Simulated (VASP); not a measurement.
CdSiN2:

```
CELL_PARAMETERS angstrom
3.03399 0.00000 0.00000
0.00000 3.03399 0.00000
0.00000 0.00000 5.11023
ATOMIC_POSITIONS crystal
Cd 0.00000 0.00000 0.00000
N 0.00000 0.50000 0.31974
N 0.50000 0.00000 0.68026
Si 0.50000 0.50000 0.50000
```

Base run:

| Quantity | Value |
| --- | --- |
| Program | VASP 6.6.1 |
| Functional | r2SCAN |
| Potentials or basis | VASP PAW PBE potentials, release 64 (Cd_sv_GW, N, Si) |
| Cutoff | 660 eV |
| k mesh | 8 × 8 × 6 |
| Occupations | gaussian, width 0.01 eV |
| Spin | no spin polarisation |

Its results: band gap on the k mesh 1.53 eV (least direct gap 1.56 eV); pressure -0.1 GPa; largest force 0.009 eV/Å.

The run is repeated on the same cell with these changes: functional from r2SCAN to PBE; cutoff from 660 eV to 600 eV; occupations from gaussian, width 0.01 eV to fermi-dirac, width 0.02 eV. What comes out?

Band gap on the k mesh 1.16 eV (least direct gap 1.20 eV); pressure 4.0 GPa; largest force 0.078 eV/Å.

Caveats: the PAW data sets were made with another functional, which shifts forces and pressure a little (at least some runs); the cell stands under pressure (at least some runs).

A k mesh can miss the band edges.
